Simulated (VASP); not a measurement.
Set up this calculation in VASP 6.6.1, as the native input.

| Quantity | Value |
| --- | --- |
| Task | single point |
| Functional | PBEsol |
| Potentials or basis | VASP PAW PBE potentials, release 64 (C, Si) |
| Cutoff | 600 eV |
| k mesh | 16 × 16 × 16 |
| Occupations | gaussian, width 0.1 eV |
| Spin | no spin polarisation |
| Dipole correction | no |
| Further INCAR settings | ALGO = Normal; EDIFF = 1e-06; NBANDS = 11 |

The structure of SiC (pbesol) lies in POSCAR:

```
SiC
1.0
    0.0000000000      2.0168355651      2.0168355651
    2.0168355651      0.0000000000      2.0168355651
    2.0168355651      2.0168355651      0.0000000000
C Si
1 1
Direct
    0.0000000000      0.0000000000      0.0000000000
    0.5000000000      0.5000000000      0.5000000000
```

The input as run:

INCAR

```
SYSTEM = SiC
PREC     = Accurate       ! precision mode
ENCUT    = 600            ! plane-wave cutoff, eV
EDIFF    = 1E-6           ! SCF threshold, eV
ISMEAR   = 0              ! smearing method
SIGMA    = 0.1            ! smearing width, eV
LREAL    = .False.        ! projectors in reciprocal space
LASPH    = .True.         ! aspherical terms in the spheres
NELM     = 120            ! most SCF steps
ALGO     = Normal         ! electronic algorithm
ISIF     = 2              ! what is computed and relaxed
LWAVE    = .False.        ! write WAVECAR
LCHARG   = .False.        ! write CHGCAR
GGA      = PS             ! functional
NBANDS   = 11             ! bands
GGA_COMPAT= .False.
```

KPOINTS

```
regular mesh
0
Gamma
  16 16 16
  0 0 0
```

Potentials or basis: VASP PAW PBE potentials, release 64 (C, Si).

The run is started by

```sh
$ cat potpaw_PBE.64/C/POTCAR potpaw_PBE.64/Si/POTCAR > POTCAR
$ mpirun -np 1 vasp_std > vasp.out
```

Results of the run:

```
Pressure               : 0.4 GPa
Band gap on the k mesh : zero (band 4 reaches 12.60 eV, above the bottom of band 5 at 11.67 eV)
```

Caveat: the PAW data sets were made with another functional, which shifts forces and pressure a little.

Run time: 14 s on 1 thread of Intel Xeon 6975P-C (shared host), peak memory 0.15 GiB.
